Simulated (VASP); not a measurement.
A run of VASP 6.6.1 is set up as follows.

File INCAR:

```
SYSTEM = MoS2
ALGO     = Normal         ! electronic algorithm
EDIFF    = 1E-6           ! SCF threshold, eV
ENCUT    = 520            ! plane-wave cutoff, eV
GGA      = PS             ! functional
ISIF     = 2              ! what is computed and relaxed
ISMEAR   = 1              ! smearing method
LASPH    = .True.         ! aspherical terms in the spheres
LCHARG   = .False.        ! write CHGCAR
LREAL    = .False.        ! projectors in reciprocal space
LWAVE    = .False.        ! write WAVECAR
NBANDS   = 35             ! bands
NELM     = 100            ! most SCF steps
PREC     = Accurate       ! precision mode
SIGMA    = 0.103          ! smearing width, eV
```

KPOINTS

```
k-points
0
Gamma
  12 12 4
  0 0 0
```

The input POSCAR:

```
MoS2
1.0
    2.8334053587      0.0000000000      0.0000000000
   -1.4167026794      2.4538010199      0.0000000000
    0.0000000000      0.0000000000     13.5997790409
Mo S
2 4
Direct
    0.3333333333      0.6666666667      0.2500000000
    0.6666666667      0.3333333333      0.7500000000
    0.3333333333      0.6666666667      0.6259932117
    0.6666666667      0.3333333333      0.1259932117
    0.3333333333      0.6666666667      0.8740067883
    0.6666666667      0.3333333333      0.3740067883
```

Potentials or basis: VASP PAW PBE potentials, release 64 (Mo_sv, S).

Run with:

```sh
$ cat potpaw_PBE.64/Mo_sv/POTCAR potpaw_PBE.64/S/POTCAR > POTCAR
$ mpirun -np 1 vasp_std > vasp.out
```

(1) Predict the largest force.

(2) Estimate the pressure.

(3) Estimate the band gap on the k mesh.

## Answers

(1) 0.100 eV/Å.

(2) 24.3 GPa.

(3) 0.73 eV, indirect (least direct gap 1.35 eV).

Caveat: the PAW data sets were made with another functional, which shifts forces and pressure a little; this functional lacks dispersion, which binds the layers, so the pressure and a relaxed spacing across them are unreliable.
